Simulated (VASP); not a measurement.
Set up this calculation in VASP 6.6.1, as the native input.

* Task: single point
* Functional: PBEsol
* Potentials or basis: VASP PAW PBE potentials, release 64 (In_d, P)
* Cutoff: 520 eV
* k mesh: 10 × 10 × 10
* Occupations: gaussian, width 0.01 eV
* Spin: no spin polarisation
* Dipole correction: no
* Further INCAR settings: ALGO = Normal; EDIFF = 1e-07; NBANDS = 16

The structure of InP lies in POSCAR:

```
InP
1.0
    0.0000000000      2.9391977088      2.9391977088
    2.9391977088      0.0000000000      2.9391977088
    2.9391977088      2.9391977088      0.0000000000
In P
1 1
Direct
    0.0000000000      0.0000000000      0.0000000000
    0.2500000000      0.2500000000      0.2500000000
```

One way to write it, as run:

INCAR

```
  ALGO = Normal
  EDIFF = 1E-7
  ENCUT = 520
  GGA = PS
  ISIF = 2
  ISMEAR = 0
  LASPH = True
  LCHARG = True
  LELF = True
  LREAL = False
  LVHAR = True
  LWAVE = False
  NBANDS = 16
  NELM = 80
  PREC = Accurate
  SIGMA = 0.01
```

KPOINTS

```
k-points
0
Gamma
  10 10 10
```

Potentials or basis: VASP PAW PBE potentials, release 64 (In_d, P).

The run is started by

```sh
$ cat potpaw_PBE.64/In_d/POTCAR potpaw_PBE.64/P/POTCAR > POTCAR
$ mpirun -np 1 vasp_std > vasp.out
```

It gave:

```
Pressure               : 0.0 GPa
Band gap on the k mesh : 0.57 eV, direct
```

Caveat: the PAW data sets were made with another functional, which shifts forces and pressure a little; spin-orbit coupling is left out, which moves the levels of the heavy elements.

Wall time 53 s on 1 thread of AMD EPYC 7R13, on a shared host, peak memory 0.17 GiB.
